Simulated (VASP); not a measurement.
# AgCl (I-4m2) in VASP: further runs

The runs below take AgCl through single point, with PBE, HSE06.

All numbers are computed with VASP 6.6.1; they aren't measurements. Logs are shortened: lines on timing, memory, paths and dates and some standing lists are left out, and cuts for length are marked.

**1. The cell of the first run**

Symmetry: I-4m2, No. 119, tetragonal system. The conventional cell has a = 3.985 Å, b = 3.985 Å, c = 6.621 Å, α = 90.00°, β = 90.00°, γ = 90.00°. Within 3.4 Å of Ag (site symmetry -4m2) lie 4 Cl at 2.59 Å. Cl (site symmetry -4m2) has 4 Ag at 2.59 Å within 3.4 Å.

**2. Single point, PBE (epitaxial xy strain -5.9%)**

INCAR

```
SYSTEM = AgCl
PREC     = Accurate       ! precision mode
ENCUT    = 520            ! plane-wave cutoff, eV
EDIFF    = 1E-6           ! SCF threshold, eV
ISMEAR   = -1             ! smearing method
SIGMA    = 0.02           ! smearing width, eV
LREAL    = .False.        ! projectors in reciprocal space
LASPH    = .True.         ! aspherical terms in the spheres
NELM     = 100            ! most SCF steps
ALGO     = Normal         ! electronic algorithm
ISIF     = 2              ! what is computed and relaxed
LWAVE    = .False.        ! write WAVECAR
LCHARG   = .False.        ! write CHGCAR
GGA      = PE             ! functional
NBANDS   = 16             ! bands
```

KPOINTS

```
regular mesh
0
Gamma
  8 8 8
  0 0 0
```

POSCAR

```
AgCl
1.0
    0.0000000000      2.8178419631      3.3106949722
    2.8178419631      0.0000000000      3.3106949722
    2.8178419631      2.8178419631      0.0000000000
Ag Cl
1 1
Direct
    0.0000000000      0.0000000000      0.0000000000
    0.2500000000      0.2500000000      0.2500000000
```

Potentials or basis: VASP PAW PBE potentials, release 64 (Ag, Cl).

Command:

```bash
cat potpaw_PBE.64/Ag/POTCAR potpaw_PBE.64/Cl/POTCAR > POTCAR
mpirun -np 1 vasp_std > vasp.out
```

OUTCAR:

```text
SYSTEM = AgCl
   PREC = Accurate
   ENCUT = 520
   EDIFF = 1E-6
   ISMEAR = -1
   LREAL = .False.
   LASPH = .True.
   NELM = 100
   ISIF = 2
   GGA = PE

 ion  position               nearest neighbor table
   1  0.000  0.000  0.000-   2 2.59   2 2.59   2 2.59   2 2.59
   2  0.250  0.250  0.250-   1 2.59   1 2.59   1 2.59   1 2.59

  LATTYP: Found a body centered tetragonal cell.
 ALAT       =     3.9850303208
 C/A-ratio  =     1.6615657627

  Lattice vectors:

 A1 = (  -2.8178419631,   0.0000000000,   3.3106949722)
 A2 = (   2.8178419631,   0.0000000000,   3.3106949722)
 A3 = (   0.0000000000,   2.8178419631,  -3.3106949722)

Analysis of symmetry for initial positions (statically):
=====================================================================
 Subroutine PRICEL returns:
 Original cell was already a primitive cell.

 Routine SETGRP: Setting up the symmetry group for a
 body centered tetragonal supercell.

 Subroutine GETGRP returns: Found  8 space group operations
 (whereof  8 operations were pure point group operations)
 out of a pool of 16 trial point group operations.

The static configuration has the point symmetry D_2d.

Analysis of symmetry for dynamics (positions and initial velocities):
=====================================================================
 Subroutine PRICEL returns:
 Original cell was already a primitive cell.

 Routine SETGRP: Setting up the symmetry group for a
 body centered tetragonal supercell.

 Subroutine GETGRP returns: Found  8 space group operations
 (whereof  8 operations were pure point group operations)
 out of a pool of 16 trial point group operations.

The dynamic configuration has the point symmetry D_2d.

 Subroutine INISYM returns: Found  8 space group operations
 (whereof  8 operations are pure point group operations),
 and found     1 'primitive' translations

----------------------------------------------------------------------------------------

                                     Primitive cell

  volume of cell :      52.5754

  direct lattice vectors                    reciprocal lattice vectors
     0.000000000  2.817841963  3.310694972    -0.177440753  0.177440753  0.151025692
     2.817841963  0.000000000  3.310694972     0.177440753 -0.177440753  0.151025692
     2.817841963  2.817841963  0.000000000     0.177440753  0.177440753 -0.151025692

  length of vectors
     4.347520503  4.347520503  3.985030321     0.292880866  0.292880866  0.292880866

  position of ions in fractional coordinates (direct lattice)
     0.000000000  0.000000000  0.000000000
     0.250000000  0.250000000  0.250000000

  ion indices of the primitive-cell ions
   primitive index   ion index
                 1           1
                 2           2

----------------------------------------------------------------------------------------

 KPOINTS: regular mesh

Automatic generation of k-mesh.
 Grid dimensions read from file:
 generate k-points for:    8    8    8

 Generating k-lattice:

  Cartesian coordinates                     Fractional coordinates (reciprocal lattice)
    -0.022180094  0.022180094  0.018878212     0.125000000  0.000000000  0.000000000
     0.022180094 -0.022180094  0.018878212     0.000000000  0.125000000  0.000000000
     0.022180094  0.022180094 -0.018878212     0.000000000  0.000000000  0.125000000

  Length of vectors
     0.036610108  0.036610108  0.036610108

  Shift w.r.t. Gamma in fractional coordinates (k-lattice)
     0.000000000  0.000000000  0.000000000

 Subroutine IBZKPT returns following result:
 ===========================================

 Found     59 irreducible k-points:

 Following reciprocal coordinates:
            Coordinates               Weight
  0.000000  0.000000  0.000000      1.000000
  0.125000  0.000000  0.000000      8.000000
  0.250000  0.000000  0.000000      8.000000
  0.375000  0.000000  0.000000      8.000000
  0.500000  0.000000  0.000000      4.000000
  0.125000  0.125000  0.000000      2.000000
[... 16 lines left out ...]
  0.250000  0.000000  0.125000     16.000000
  0.375000  0.000000  0.125000     16.000000
 [... further k-points ...]
   k-points           NKPTS =     59   k-points in BZ     NKDIM =     59   number of bands    NBANDS=     16
   number of dos      NEDOS =    301   number of ions     NIONS =      2
   total plane-waves  NPLWV =  30720
   dimension x,y,z NGX =    32 NGY =   32 NGZ =   30
   dimension x,y,z NGXF=    64 NGYF=   64 NGZF=   60
   ions per type =               1   1
   NGX,Y,Z   is equivalent  to a cutoff of  12.24, 12.24, 12.52 a.u.
   NGXF,Y,Z  is equivalent  to a cutoff of  24.47, 24.47, 25.03 a.u.
 SYSTEM =  AgCl
   PREC   = accura    normal or accurate (medium, high low for compatibility)
   ISTART =      0    job   : 0-new  1-cont  2-samecut
   ICHARG =      2    charge: 1-file 2-atom 10-const
   ISPIN  =      1    spin polarized calculation?
   LNONCOLLINEAR =      F non collinear calculations
   LSORBIT =      F    spin-orbit coupling
   LASPH  =      T    aspherical Exc in radial PAW
   ENCUT  =  520.0 eV  38.22 Ry    6.18 a.u.   8.08  8.08  7.41*2*pi/ulx,y,z
   NELM   =    100;   NELMIN=  2; NELMDL= -5     # of ELM steps
   EDIFF  = 0.1E-05   stopping-criterion for ELM
   LREAL  =      F    real-space projection
   EDIFFG = 0.1E-04   stopping-criterion for IOM
   NSW    =      0    number of steps for IOM
   IBRION =     -1    ionic relax: 0-MD 1-quasi-New 2-CG
   NFREE  =      0    steps in history (QN), initial steepest desc. (CG)
   ISIF   =      2    stress and relaxation
   ISYM   =      2    0-nonsym 1-usesym 2-fastsym
   POTIM  = 0.5000    time-step for ionic-motion
   TEBEG  =    0.0;   TEEND  =   0.0 temperature during run
   PSTRESS=    0.0 pullay stress
   NELECT =      18.0000    total number of electrons
   NUPDOWN=      -1.0000    fix difference up-down
   EMIN   =  10.00;   EMAX   =-10.00  energy-range for DOS
   EFERMI =   0.00;   METHOD = LEGACY
   ISMEAR =    -1;   SIGMA  =   0.02  broadening in eV -4-tet -1-fermi 0-gaus
   EFERMI_NEDOS =   21; number of points for ismear=-14 and -15
   IALGO  =     38    algorithm
   IMIX   =      4    mixing-type and parameters
     AMIX     =   0.40;   BMIX     =  1.00
     AMIX_MAG =   1.60;   BMIX_MAG =  1.00
  volume/ion in A,a.u.               =      26.29       177.40
  Fermi-wavevector in a.u.,A,eV,Ry     =   1.145262  2.164231 17.845743  1.311625
  Thomas-Fermi vector in A             =   2.281951
   LORBIT       =      0    0 simple, 1 ext, 2 COOP (PROOUT), +10 PAW based schemes
   GGA     = PE    functional components
   LHFCALC =     F    Hartree Fock is set to
   AEXX    =    0.0000 exact exchange contribution
   IVDW    =     0    specifies the selected vdW correction
   LEPSILON=     F    determine dielectric tensor
   LRPA    =     F    only Hartree local field effects (RPA)
 non-spin polarized calculation
  energy-cutoff  :      520.00
  volume of cell :       52.58
 maximum number of plane-waves:      1452
   NGX = 17   NGY = 17   NGZ = 15

 number of electron      17.9999999 magnetization

 Free energy of the ion-electron system (eV)
  ---------------------------------------------------
  ext. energy  EPLUGINS =         0.00000000
  ---------------------------------------------------
  free energy    TOTEN  =        -5.43203878 eV

  energy without entropy =       -5.43203878  energy(sigma->0) =       -5.43203878

 E-fermi :   2.3424     XC(G=0):  -8.6618

 val. band max:        1.9545697985   @ k =   0.0000   0.0000   0.0000
 cond. band min:       3.1367525721   @ k =   0.0000   0.0000   0.0000
 fundamental gap:      1.1821827736
 Fermi energy:         2.3424421305

 k-point     1 :       0.0000    0.0000    0.0000
  band No.  band energies     occupation
      1     -12.9735      2.00000
      2      -2.2984      2.00000
      3      -2.0967      2.00000
      4      -2.0967      2.00000
      5      -0.3380      2.00000
      6      -0.1563      2.00000
[... 8 lines left out ...]
     15      14.8570      0.00000
     16      15.1304      0.00000

 k-point     2 :       0.1250    0.0000    0.0000
  band No.  band energies     occupation
      1     -12.9448      2.00000
      2      -2.3175      2.00000
      3      -2.1176      2.00000
      4      -2.0547      2.00000
      5      -0.3264      2.00000
      6      -0.1720      2.00000
[... 8 lines left out ...]
     15      14.7999      0.00000
     16      15.2785      0.00000

 k-point     3 :       0.2500    0.0000    0.0000
  band No.  band energies     occupation
      1     -12.8748      2.00000
      2      -2.3714      2.00000
      3      -2.1252      2.00000
      4      -1.9517      2.00000
      5      -0.2754      2.00000
      6      -0.1994      2.00000
[... 8 lines left out ...]
     15      14.1920      0.00000
     16      14.9928      0.00000

 k-point     4 :       0.3750    0.0000    0.0000
  band No.  band energies     occupation
      1     -12.8037      2.00000
      2      -2.3721      2.00000
      3      -2.1368      2.00000
      4      -1.8472      2.00000
      5      -0.2053      2.00000
      6      -0.1915      2.00000
[... 8 lines left out ...]
     15      14.5032      0.00000
     16      15.0188      0.00000
[... 324 lines left out ...]
 k-point    22 :       0.1250    0.0000    0.1250
  band No.  band energies     occupation
      1     -12.9313      2.00000
      2      -2.2842      2.00000
      3      -2.2029      2.00000
      4      -2.0275      2.00000
      5      -0.3018      2.00000
      6      -0.1939      2.00000
[... 8 lines left out ...]
     15      13.8670      0.00000
     16      15.7489      0.00000

 k-point    23 :       0.2500    0.0000    0.1250
  band No.  band energies     occupation
      1     -12.8723      2.00000
      2      -2.3465      2.00000
      3      -2.2002      2.00000
      4      -1.9438      2.00000
      5      -0.2634      2.00000
      6      -0.2175      2.00000
[... 8 lines left out ...]
     15      13.6061      0.00000
     16      16.1551      0.00000

 k-point    24 :       0.3750    0.0000    0.1250
  band No.  band energies     occupation
      1     -12.8018      2.00000
      2      -2.3682      2.00000
      3      -2.1656      2.00000
      4      -1.8564      2.00000
      5      -0.2445      2.00000
      6      -0.1648      2.00000
[... 8 lines left out ...]
     15      14.3102      0.00000
     16      15.7613      0.00000

 [... further k-points ...]
[... 5 lines left out ...]
  --------------------------------------------------------------------------------------
  -------------------------------------------------------------------------------------
  Total        0.4595802      0.4595802      0.3242264      0.0000000     -0.0000000      0.0000000
  in kB       14.0052058     14.0052058      9.8804443      0.0000000     -0.0000000      0.0000000
  external PRESSURE =      12.6302853 kB  Pullay stress =       0.0000000 kB

 VOLUME and BASIS-vectors are now :
 -----------------------------------------------------------------------------
  energy-cutoff  :      520.00
  volume of cell :       52.58
      direct lattice vectors                 reciprocal lattice vectors
     0.000000000  2.817841963  3.310694972    -0.177440753  0.177440753  0.151025692
     2.817841963  0.000000000  3.310694972     0.177440753 -0.177440753  0.151025692
     2.817841963  2.817841963  0.000000000     0.177440753  0.177440753 -0.151025692

 POSITION                                       TOTAL-FORCE (eV/Angst)
 -----------------------------------------------------------------------------------
      0.00000      0.00000      0.00000        -0.000000     -0.000000      0.000000
      1.40892      1.40892      1.65535         0.000000      0.000000     -0.000000
 -----------------------------------------------------------------------------------
    total drift:                               -0.000002     -0.000002      0.000003

  FREE ENERGIE OF THE ION-ELECTRON SYSTEM (eV)
  ---------------------------------------------------
  free  energy   TOTEN  =        -5.4320387752 eV

  energy  without entropy=       -5.4320387752  energy(sigma->0) =       -5.43203878
```

Wall time 16 s (1 thread of Intel Xeon 6975P-C (Granite Rapids), shared host); peak memory 0.2 GiB.

What came out:

```yaml
Free_energy: -5.4320 eV
Pressure: 1.3 GPa
Band_gap_on_the_k_mesh: 1.18 eV, direct
```

Caveat: the cell differs from its parent crystal (epitaxial xy strain -5.9%).

**3. Single point, HSE06 (epitaxial xy strain -5.9%)**

POSCAR is that of step 2.

INCAR.step1

```
PREC = Accurate
ENCUT = 520
EDIFF = 1E-5
ISMEAR = 0
SIGMA = 0.01
LREAL = False
LASPH = True
NELM = 100
ALGO = Normal
ISIF = 2
LWAVE = True
LCHARG = False
NBANDS = 16
GGA = PE
```

INCAR.step2

```
PREC = Accurate
ENCUT = 520
EDIFF = 1E-6
ISMEAR = 0
SIGMA = 0.01
LREAL = False
LASPH = True
NELM = 100
ALGO = Normal
ISIF = 2
LWAVE = False
LCHARG = False
GGA = PE
LHFCALC = True
HFSCREEN = 0.2079
PRECFOCK = Normal
NBANDS = 16
ISTART = 1
```

KPOINTS

```
Automatic mesh
0
Gamma
  6 6 6
```

Potentials or basis: VASP PAW PBE potentials, release 64 (Ag, Cl).

Command:

```bash
cat potpaw_PBE.64/Ag/POTCAR potpaw_PBE.64/Cl/POTCAR > POTCAR
cp INCAR.step1 INCAR
mpirun -np 1 vasp_std > vasp.out
cp INCAR.step2 INCAR
mpirun -np 1 vasp_std > vasp.out
```

It took 52 min on 1 thread of Intel Xeon 6975P-C (Granite Rapids), shared host; peak memory 0.32 GiB.

Results (log left out):

```yaml
Free_energy: -6.6606 eV
Pressure: 1.1 GPa
Band_gap_on_the_k_mesh: 2.62 eV, direct
```

Stress tensor (GPa, compression positive):
```
1.30 0.00 0.00
0.00 1.30 0.00
0.00 0.00 0.76
```

Levels at points of the mesh, in eV from the valence-band top:
```
           k point  band 6  band 7  band 8  band 9  band 10  band 11  band 12  band 13
(0.00, 0.00, 0.00)   -2.52   -0.32    0.00    0.00     2.62     9.65     9.90     9.90
(0.50, 0.00, 0.00)   -2.56   -2.36   -0.74   -0.64     5.19     8.17     9.64    10.76
(0.50, 0.50, 0.00)   -2.44   -2.34   -1.59   -1.59     6.33     7.32     9.72    13.03
(0.50, 0.00, 0.50)   -2.48   -1.88   -1.77   -1.28     6.03     6.96    10.63    11.36
```

Caveat: the cell differs from its parent crystal (epitaxial xy strain -5.9%); the PAW data sets were made with another functional, which shifts forces and pressure a little.
